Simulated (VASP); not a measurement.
Write the native input for VASP 6.6.1 that does the following.

- Task: single point
- Functional: PBE
- Potentials or basis: VASP PAW PBE potentials, release 64 (Ga_d, As, In_d)
- Cutoff: 520 eV
- k mesh: 6 × 6 × 6
- Occupations: fermi-dirac, width 0.02 eV
- Spin: no spin polarisation
- Dipole correction: no
- Further INCAR settings: ALGO = Normal; EDIFF = 1e-07; NBANDS = 46

The structure of In3GaAs4 lies in POSCAR:

```
In3GaAs4
1.0
   -2.9997818528      2.9997818528      5.9904544933
    2.9997818528     -2.9997818528      5.9904544933
    2.9997818528      2.9997818528     -5.9904544933
Ga As In
1 4 3
Direct
    0.0000000000      0.0000000000      0.0000000000
    0.3570080121      0.3570080121      0.4741751735
    0.1171671614      0.6429919879      0.0000000000
    0.8828328386      0.8828328386      0.5258248265
    0.6429919879      0.1171671614      0.0000000000
    0.7500000000      0.2500000000      0.5000000000
    0.5000000000      0.5000000000      0.0000000000
    0.2500000000      0.7500000000      0.5000000000
```

One way to write it, as run:

INCAR

```
PREC = Accurate
ENCUT = 520
EDIFF = 1E-7
ISMEAR = -1
SIGMA = 0.02
LREAL = False
LASPH = True
NELM = 100
ALGO = Normal
ISIF = 2
LWAVE = False
LCHARG = False
GGA = PE
NBANDS = 46
```

KPOINTS

```
regular mesh
0
Gamma
  6 6 6
```

Potentials or basis: VASP PAW PBE potentials, release 64 (Ga_d, As, In_d).

Run with:

```sh
$ cat potpaw_PBE.64/Ga_d/POTCAR potpaw_PBE.64/As/POTCAR potpaw_PBE.64/In_d/POTCAR > POTCAR
$ mpirun -np 1 vasp_std > vasp.out
```

Results of the run:

The pressure is 2.3 GPa and the largest force is 0.022 eV/Å. The band gap on the k mesh is zero (filled and empty bands touch).

Caveat: spin-orbit coupling is left out, which moves the levels of the heavy elements.

It took 7.8 min on 1 thread of Intel(R) Xeon(R) Platinum 8488C (Sapphire Rapids), on a shared host, peak memory 0.6 GiB.
